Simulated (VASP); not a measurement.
Input of a VASP 6.6.1 run:

INCAR

```
PREC = Accurate
ENCUT = 520
EDIFF = 1E-7
ISMEAR = -1
SIGMA = 0.05
LREAL = False
LASPH = True
NELM = 150
ALGO = Normal
ISIF = 2
LWAVE = False
LCHARG = True
LMAXMIX = 4
LDAU = True
LDAUTYPE = 2
LDAUL = 2 -1
LDAUU = 2 0
LDAUJ = 0 0
LDAUPRINT = 1
GGA = CA
LELF = True
LVHAR = True
NBANDS = 24
```

File KPOINTS:

```
Automatic mesh
0
Gamma
  8 8 6
```

Contents of POSCAR:

```
TaN
1.0
    4.1415847403      0.0000000000      0.0000000000
    0.0000000000      4.1415847403      0.0000000000
    0.0000000000      0.0000000000      2.9922335792
Ta N
2 2
Direct
    0.0000000000      0.0000000000      0.0000000000
    0.5000000000      0.5000000000      0.0000000000
    0.5000000000      0.0000000000      0.0000010535
    0.0000000000      0.5000000000      0.9999989465
```

Potentials or basis: VASP PAW LDA potentials, release 64 (Ta_pv, N).

The run is started by

```bash
$ cat potpaw_LDA.64/Ta_pv/POTCAR potpaw_LDA.64/N/POTCAR > POTCAR
$ mpirun -np 1 vasp_std > vasp.out
```

Task: Predict the pressure.

Result: 4.6 GPa.

Task: What does it give for the band gap on the k mesh?

Result: Zero (band 16 reaches 8.24 eV, above the bottom of band 17 at 4.10 eV).

Eigenvalues of the final occupation matrices:
```tsv
site	spin	trace	eigenvalues
site 1 d	1	1.20	0.18 0.18 0.24 0.28 0.32
site 1 d	2	1.20	0.18 0.18 0.24 0.28 0.32
site 2 d	1	1.20	0.18 0.18 0.24 0.28 0.32
site 2 d	2	1.20	0.18 0.18 0.24 0.28 0.32
```

Caveat: spin-orbit coupling is left out, which moves the levels of the heavy elements; U without spin polarisation on a metal has little footing.
